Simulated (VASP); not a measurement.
Set up this calculation in VASP 6.6.1, as the native input.

- Task: density of states
- Functional: PBE
- Potentials or basis: VASP PAW PBE potentials, release 64 (K_sv, Cl)
- Cutoff: 520 eV
- k mesh: 10 × 10 × 10
- Occupations: gaussian, width 0.05 eV
- Spin: no spin polarisation
- Dipole correction: no
- k mesh for the DOS: 15 × 15 × 15
- Occupations for the DOS: tetrahedron
- Further INCAR settings: ALGO = Normal; EDIFF = 1e-06

The system is KCl.

```xyz
2
Lattice="0.0000 3.1907 3.1907 3.1907 0.0000 3.1907 3.1907 3.1907 0.0000" Properties=species:S:1:pos:R:3 pbc="T T T"
K     0.0000    0.0000    0.0000
Cl    3.1907    3.1907    3.1907
```

These files were run (other wordings do the same):

POSCAR

```
KCl
1.0
    0.0000000000      3.1907444516      3.1907444516
    3.1907444516      0.0000000000      3.1907444516
    3.1907444516      3.1907444516      0.0000000000
K Cl
1 1
Direct
    0.0000000000      0.0000000000      0.0000000000
    0.5000000000      0.5000000000      0.5000000000
```

INCAR.step1

```
SYSTEM = KCl
ALGO = Normal ; EDIFF = 1E-6
ENCUT = 520 ; GGA = PE
ISIF = 2 ; ISMEAR = 0
LASPH = .True. ; LCHARG = .True.
LREAL = .False. ; LWAVE = .False.
NBANDS = 15 ; NELM = 60
PREC = Accurate ; SIGMA = 0.05
```

KPOINTS.step1

```
k-points
0
Gamma
  10 10 10
  0 0 0
```

INCAR.step2

```
SYSTEM = KCl
ALGO = Normal ; EDIFF = 1E-6
ENCUT = 520 ; GGA = PE
ICHARG = 11 ; ISIF = 2
ISMEAR = -5 ; LASPH = .True.
LCHARG = .False. ; LORBIT = 10
LREAL = .False. ; LWAVE = .False.
NEDOS = 1001 ; NELM = 60
PREC = Accurate ; SIGMA = 0.05
```

KPOINTS.step2

```
k-points
0
Gamma
  15 15 15
  0 0 0
```

Potentials or basis: VASP PAW PBE potentials, release 64 (K_sv, Cl).

The run is started by

```sh
$ cat potpaw_PBE.64/K_sv/POTCAR potpaw_PBE.64/Cl/POTCAR > POTCAR
$ cp INCAR.step1 INCAR
$ cp KPOINTS.step1 KPOINTS
$ mpirun -np 1 vasp_std > vasp.out
$ cp INCAR.step2 INCAR
$ cp KPOINTS.step2 KPOINTS
$ mpirun -np 1 vasp_std > vasp.out
```

It gave:

| Quantity | Value |
| --- | --- |
| Valence electrons inside the program's atomic spheres | K 7.56; Cl 5.15 |

Run time: 2.2 min on 1 thread of AMD EPYC 9R45 (Zen 5) (shared host), peak memory 0.22 GiB.
